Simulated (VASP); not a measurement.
AlIn7:

```
Al In
1.0
     0.00000    4.83199    4.83199
     4.83199    0.00000    4.83199
     4.83199    4.83199    0.00000
Al In
1 7
Direct
  0.50000 0.50000 0.50000
  0.29141 0.70859 0.70859
  0.70859 0.29141 0.29141
  0.70859 0.29141 0.70859
  0.29141 0.70859 0.29141
  0.70859 0.70859 0.29141
  0.29141 0.29141 0.70859
  0.00000 0.00000 0.00000
```

The cell was built from a structure type or drawn by symmetry, and may not be a known phase.

| Item | Value |
| --- | --- |
| Program | VASP 6.6.1 |
| Task | relaxation of cell and atoms |
| Functional | PBE |
| Potentials or basis | VASP PAW PBE potentials, release 64 (Al, In_d) |
| Cutoff | 600 eV |
| k mesh | 3 × 3 × 3 |
| Occupations | gaussian, width 0.2 eV |
| Spin | no spin polarisation |

At the start: pressure 36.5 GPa; volume 28.20 Å³/atom.

**Question.** How do energy, volume and symmetry change on relaxing?

**Answer.** Over 7 steps the energy falls by 2039.5 meV/atom and the volume is 44.26 Å³/atom (+56.9 %); space group Fm-3m (No. 225, to 0.1 Å) before and after.

Step by step:
| step | energy change (eV) | largest force (eV/Å) | pressure (GPa) | volume (Å³) |
| --- | --- | --- | --- | --- |
| 1 | 0.0000 | 11.7025 | 36.53 | 225.64 |
| 2 | -14.0960 | 0.6172 | -1.47 | 507.55 |
| 3 | -16.2882 | 0.2686 | 0.09 | 350.40 |
| 4 | -16.2938 | 0.2261 | 0.23 | 347.54 |
| 5 | -16.2954 | 0.1822 | 0.38 | 344.75 |
| 6 | -16.3099 | 0.1129 | 0.16 | 348.92 |
| 7 | -16.3159 | 0.0364 | -0.07 | 354.08 |

Final structure:
```cif
data_structure
_symmetry_space_group_name_H-M 'P 1'
_symmetry_Int_Tables_number 1
_cell_length_a 7.9409
_cell_length_b 7.9409
_cell_length_c 7.9409
_cell_angle_alpha 60.000
_cell_angle_beta 60.000
_cell_angle_gamma 60.000
_cell_volume 354.08
loop_
_atom_site_label
_atom_site_type_symbol
_atom_site_fract_x
_atom_site_fract_y
_atom_site_fract_z
_atom_site_occupancy
Al1 Al 0.50000 0.50000 0.50000 1
In1 In 0.25760 0.74240 0.74240 1
In2 In 0.74240 0.25760 0.25760 1
In3 In 0.74240 0.25760 0.74240 1
In4 In 0.25760 0.74240 0.25760 1
In5 In 0.74240 0.74240 0.25760 1
In6 In 0.25760 0.25760 0.74240 1
In7 In 0.00000 0.00000 0.00000 1
```

Caveat: the k points lie up to 0.32 Å⁻¹ apart in the final cell, too coarse for converged energies and pressures of a metal; the volume moved by over 15 % at a fixed basis, so the end points are rough; the relaxation stopped at a loose force limit of 0.08 eV/Å, so its end isn't a converged minimum.
